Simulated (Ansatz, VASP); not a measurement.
KRe3 in VASP and in Ansatz

```
K Re
1.0
     4.11455    0.00000    0.00000
     0.00000    4.11455    0.00000
     0.00000    0.00000    4.11455
K Re
1 3
Cartesian
  0.0000 0.0000 0.0000
  0.0000 2.0573 2.0573
  2.0573 0.0000 2.0573
  2.0573 2.0573 0.0000
```

Change from the starting cell: species swapped into the Al3Ag type (Pm-3m, No. 221).

Alike in both runs: functional PBE; k mesh 12 × 12 × 12; occupations gaussian, width 0.1 eV; no spin polarisation.

Ansatz relaxed the structure, and its values are those at the end. VASP's run is a single point on that final structure, the one shown.

|  | VASP | Ansatz |
| --- | --- | --- |
| version | VASP 6.6.1 | Ansatz 0.2.0 |
| potentials or method | VASP PAW PBE potentials, release 64 (K_sv, Re), cutoff 520 eV | scalar-relativistic, plane waves, PAW |
| valence electrons in the cell | 30 | 54 |

|  | VASP | Ansatz | Ansatz less VASP |
| --- | --- | --- | --- |
| gap on the k mesh at the Fermi level (eV) | none | none | - |
| pressure (GPa) | 0.2 | 0.0 | -0.16 |

A gap of «none» marks a metal or a gap that the smearing closes. The functional is the same, so the differences come from potentials, cutoffs and numerics. VASP's potentials hold 30 valence electrons a cell and Ansatz's 54, so a difference there can come from the potentials and not from the codes.

Spin-orbit coupling is off throughout.
